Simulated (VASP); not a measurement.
# Pt in VASP: notebook

The runs below take Pt through single point, with PBE.

All numbers are computed with VASP 6.6.1; they aren't measurements. Logs are shortened: lines on timing, memory, paths and dates and some standing lists are left out, and cuts for length are marked.

## (1) The cell of the first run

The cell holds a sheet with vacuum, 1 atom: a = 2.523 Å, b = 2.523 Å, c = 23.800 Å, α = 90.00°, β = 90.00°, γ = 90.00°.

## (2) Single point, PBE

Contents of INCAR:

```
PREC = Accurate ; ENCUT = 520
EDIFF = 1E-6 ; ISMEAR = -1
SIGMA = 0.05 ; LREAL = False
LASPH = True ; NELM = 100
ALGO = Normal ; ISIF = 2
LWAVE = False ; LCHARG = True
LDIPOL = True ; IDIPOL = 3
DIPOL = 0.5 0.5 0.294 ; GGA = PE
LELF = True ; LVHAR = True
LVACPOTAV = True ; NBANDS = 11
```

Contents of KPOINTS:

```
Automatic mesh
0
Gamma
  10 10 1
```

Contents of POSCAR:

```
Pt
1.0
    2.5230800000      0.0000000000      0.0000000000
    0.0000000000      2.5230800000      0.0000000000
    0.0000000000      0.0000000000     23.8000000000
Pt
1
Direct
    0.0000000000      0.0000000000      0.2941200000
```

Potentials or basis: VASP PAW PBE potentials, release 64 (Pt).

The run is started by

```console
> cat potpaw_PBE.64/Pt/POTCAR > POTCAR
> mpirun -np 1 vasp_std > vasp.out
```

OUTCAR:

```text
PREC = Accurate
   ENCUT = 520
   EDIFF = 1E-6
   ISMEAR = -1
   LREAL = False
   LASPH = True
   NELM = 100
   ISIF = 2
   GGA = PE

 ion  position               nearest neighbor table
   1  0.000  0.000  0.294-

  LATTYP: Found a simple tetragonal cell.
 ALAT       =     2.5230800000
 C/A-ratio  =     9.4329153257

  Lattice vectors:

 A1 = (   2.5230800000,   0.0000000000,   0.0000000000)
 A2 = (   0.0000000000,   2.5230800000,   0.0000000000)
 A3 = (   0.0000000000,   0.0000000000,  23.8000000000)

Analysis of symmetry for initial positions (statically):
=====================================================================
 Subroutine PRICEL returns:
 Original cell was already a primitive cell.

 Routine SETGRP: Setting up the symmetry group for a
 simple tetragonal supercell.

 Subroutine GETGRP returns: Found 16 space group operations
 (whereof  8 operations were pure point group operations)
 out of a pool of 16 trial point group operations.

The static configuration has the point symmetry C_4v.
 The point group associated with its full space group is D_4h.

Analysis of symmetry for dynamics (positions and initial velocities):
=====================================================================
 Subroutine PRICEL returns:
 Original cell was already a primitive cell.

 Routine SETGRP: Setting up the symmetry group for a
 simple tetragonal supercell.

 Subroutine GETGRP returns: Found 16 space group operations
 (whereof  8 operations were pure point group operations)
 out of a pool of 16 trial point group operations.

The dynamic configuration has the point symmetry C_4v.
 The point group associated with its full space group is D_4h.

 Subroutine INISYM returns: Found 16 space group operations
 (whereof  8 operations are pure point group operations),
 and found     1 'primitive' translations

----------------------------------------------------------------------------------------

                                     Primitive cell

  volume of cell :     151.5092

  direct lattice vectors                    reciprocal lattice vectors
     2.523080000  0.000000000  0.000000000     0.396340980  0.000000000  0.000000000
     0.000000000  2.523080000  0.000000000     0.000000000  0.396340980  0.000000000
     0.000000000  0.000000000 23.800000000     0.000000000  0.000000000  0.042016807

  length of vectors
     2.523080000  2.523080000 23.800000000     0.396340980  0.396340980  0.042016807

  position of ions in fractional coordinates (direct lattice)
     0.000000000  0.000000000  0.294120000

  ion indices of the primitive-cell ions
   primitive index   ion index
                 1           1

[... 81 lines left out ...]
   EFERMI =   0.00;   METHOD = LEGACY
   ISMEAR =    -1;   SIGMA  =   0.05  broadening in eV -4-tet -1-fermi 0-gaus
   EFERMI_NEDOS =   21; number of points for ismear=-14 and -15
   IALGO  =     38    algorithm
   IMIX   =      4    mixing-type and parameters
     AMIX     =   0.40;   BMIX     =  1.00
     AMIX_MAG =   1.60;   BMIX_MAG =  1.00
  volume/ion in A,a.u.               =     151.51      1022.43
  Fermi-wavevector in a.u.,A,eV,Ry     =   0.661599  1.250242  5.955459  0.437714
  Thomas-Fermi vector in A             =   1.734409
   LORBIT       =      0    0 simple, 1 ext, 2 COOP (PROOUT), +10 PAW based schemes
   GGA     = PE    functional components
   LHFCALC =     F    Hartree Fock is set to
   AEXX    =    0.0000 exact exchange contribution
   IVDW    =     0    specifies the selected vdW correction
   LEPSILON=     F    determine dielectric tensor
   LRPA    =     F    only Hartree local field effects (RPA)
 non-spin polarized calculation
  energy-cutoff  :      520.00
  volume of cell :      151.51
 maximum number of plane-waves:      4149
 NGX is ok and might be reduce to    20
   NGX =  9   NGY =  9   NGZ = 89

 number of electron      10.0000003 magnetization

 dipolmoment           0.000000      0.000000     -0.000008 electrons x Angstroem

 Free energy of the ion-electron system (eV)
  ---------------------------------------------------
  ext. energy  EPLUGINS =         0.00000000
  ---------------------------------------------------
  free energy    TOTEN  =        -4.78089141 eV

  energy without entropy =       -4.76380597  energy(sigma->0) =       -4.77234869

 E-fermi :  -4.5710     XC(G=0):  -2.0741

 val. band max:       -4.6160061858   @ k =   0.4000   0.1000   0.0000
 cond. band min:      -4.5683502395   @ k =   0.5000   0.1000   0.0000
 fundamental gap:      0.0476559463
 Fermi energy:        -4.5709663299

 k-point     1 :       0.0000    0.0000    0.0000
  band No.  band energies     occupation
      1     -11.6180      2.00000
      2     -10.3705      2.00000
      3      -6.7520      2.00000
      4      -4.4957      0.36356
      5      -4.4957      0.36356
      6      -3.5726      0.00000
      7      -2.7337      0.00000
      8       1.4010      0.00000
      9       1.8034      0.00000
     10       1.8301      0.00000
     11       2.7191      0.00000
[... 267 lines left out ...]
 k-point    21 :       0.5000    0.5000    0.0000
  band No.  band energies     occupation
      1     -10.4156      2.00000
      2      -7.4134      2.00000
      3      -7.4134      2.00000
      4      -4.6714      1.76343
      5      -1.6311      0.00000
      6       3.3428      0.00000
      7       3.3428      0.00000
      8       8.0875      0.00000
      9       8.4085      0.00000
     10       9.0110      0.00000
     11      10.5751      0.00000

------------------------ aborting loop because EDIFF is reached ----------------------------------------

  FORCE on cell =-STRESS in cart. coord.  units (eV):
  Direction    XX          YY          ZZ          XY          YZ          ZX
  --------------------------------------------------------------------------------------
  -------------------------------------------------------------------------------------
  Total       -0.0408236     -0.0408236     -0.0121862      0.0000000      0.0000000      0.0000000
  in kB       -0.4317012     -0.4317012     -0.1288668      0.0000000      0.0000000      0.0000000
  external PRESSURE =      -0.3307564 kB  Pullay stress =       0.0000000 kB

 VOLUME and BASIS-vectors are now :
 -----------------------------------------------------------------------------
  energy-cutoff  :      520.00
  volume of cell :      151.51
      direct lattice vectors                 reciprocal lattice vectors
     2.523080000  0.000000000  0.000000000     0.396340980  0.000000000  0.000000000
     0.000000000  2.523080000  0.000000000     0.000000000  0.396340980  0.000000000
     0.000000000  0.000000000 23.800000000     0.000000000  0.000000000  0.042016807

 POSITION                                       TOTAL-FORCE (eV/Angst)
 -----------------------------------------------------------------------------------
      0.00000      0.00000      7.00006         0.000000      0.000000     -0.000000
 -----------------------------------------------------------------------------------
    total drift:                               -0.000000      0.000000     -0.000091

  FREE ENERGIE OF THE ION-ELECTRON SYSTEM (eV)
  ---------------------------------------------------
  free  energy   TOTEN  =        -4.7808914084 eV

  energy  without entropy=       -4.7638059741  energy(sigma->0) =       -4.77234869

 vacuum level on the upper side and lower side of the slab         1.698         1.698
```

OSZICAR:

```text
N       E                     dE             d eps       ncg     rms          rms(c)
DAV:   1     0.629926470510E+02    0.62993E+02   -0.32539E+03   462   0.628E+02
DAV:   2    -0.254952156479E+01   -0.65542E+02   -0.57163E+02   734   0.109E+02
DAV:   3    -0.508781117219E+01   -0.25383E+01   -0.24805E+01   599   0.286E+01
DAV:   4    -0.511146724890E+01   -0.23656E-01   -0.23485E-01   550   0.271E+00
DAV:   5    -0.511181746257E+01   -0.35021E-03   -0.34969E-03   580   0.350E-01    0.771E+00
DAV:   6    -0.480302467115E+01    0.30879E+00   -0.12941E+00   510   0.724E+00    0.450E+00
DAV:   7    -0.478261097024E+01    0.20414E-01   -0.51631E-02   497   0.136E+00    0.189E+00
DAV:   8    -0.478106467052E+01    0.15463E-02   -0.29719E-03   494   0.401E-01    0.173E-01
DAV:   9    -0.478079691766E+01    0.26775E-03   -0.65912E-04   556   0.158E-01    0.411E-02
DAV:  10    -0.478081660835E+01   -0.19691E-04   -0.24584E-05   513   0.344E-02    0.105E-02
DAV:  11    -0.478083620120E+01   -0.19593E-04   -0.22502E-06   540   0.834E-03    0.565E-03
DAV:  12    -0.478086112484E+01   -0.24924E-04   -0.27353E-06   513   0.813E-03    0.122E-03
DAV:  13    -0.478087700706E+01   -0.15882E-04   -0.15454E-06   540   0.485E-03    0.841E-04
DAV:  14    -0.478088857778E+01   -0.11571E-04   -0.30328E-06   518   0.488E-03    0.544E-04
DAV:  15    -0.478089053563E+01   -0.19578E-05   -0.61143E-08   510   0.105E-03    0.249E-04
DAV:  16    -0.478089140839E+01   -0.87277E-06   -0.17173E-08   496   0.545E-04
   1 F= -.47808914E+01 E0= -.47723487E+01  d E =-.170854E-01
```

It took 16 s on 1 thread of Intel Xeon 6975P-C (Granite Rapids), shared host; peak memory 0.24 GiB.

What came out:

```yaml
Free_energy: -4.7809 eV
Band_gap_on_the_k_mesh: zero (band 5 reaches -1.63 eV, above the bottom of band 6 at -5.35 eV)
```

Levels at points of the mesh, in eV from the Fermi level:
| k point | band 2 | band 3 | band 4 | band 5 | band 6 | band 7 | band 8 | band 9 |
| --- | --- | --- | --- | --- | --- | --- | --- | --- |
| (0.00, 0.00, 0.00) | -5.80 | -2.18 | 0.08 | 0.08 | 1.00 | 1.84 | 5.97 | 6.37 |
| (0.50, 0.00, 0.00) | -3.78 | -1.49 | -0.82 | 0.45 | 1.98 | 6.41 | 7.52 | 10.84 |
| (0.50, 0.50, 0.00) | -2.84 | -2.84 | -0.10 | 2.94 | 7.91 | 7.91 | 12.66 | 12.98 |

Caveat: spin-orbit coupling is left out, which moves the levels of the heavy elements.

## (3) Single point, PBE

Contents of INCAR:

```
ALGO = Normal ; EDIFF = 1E-6
ENCUT = 520 ; GGA = PE
ISIF = 2 ; ISMEAR = -1
LASPH = True ; LCHARG = False
LREAL = False ; LWAVE = False
NBANDS = 11 ; NELM = 60
PREC = Accurate ; SIGMA = 0.05
```

Contents of KPOINTS:

```
k-points
0
Gamma
  10 10 1
```

POSCAR is that of step 2.

Potentials or basis: VASP PAW PBE potentials, release 64 (Pt).

The run is started by

```console
> cat potpaw_PBE.64/Pt/POTCAR > POTCAR
> mpirun -np 1 vasp_std > vasp.out
```

Wall time 84 s (1 thread of Intel Xeon 8259CL, shared host); peak memory 0.25 GiB.

Results (log left out):

```
Free energy            : -4.7809 eV
Band gap on the k mesh : zero (band 5 reaches -1.63 eV, above the bottom of band 6 at -5.35 eV)
```

Levels at points of the mesh, in eV from the Fermi level:
```tsv
k point	band 3	band 4	band 5	band 6	band 7	band 8
(0.00, 0.00, 0.00)	-2.18	0.08	0.08	1.00	1.84	5.97
(0.50, 0.00, 0.00)	-1.49	-0.82	0.45	1.98	6.41	7.52
(0.50, 0.50, 0.00)	-2.84	-0.10	2.94	7.91	7.91	12.66
```

Caveat: spin-orbit coupling is left out, which moves the levels of the heavy elements.
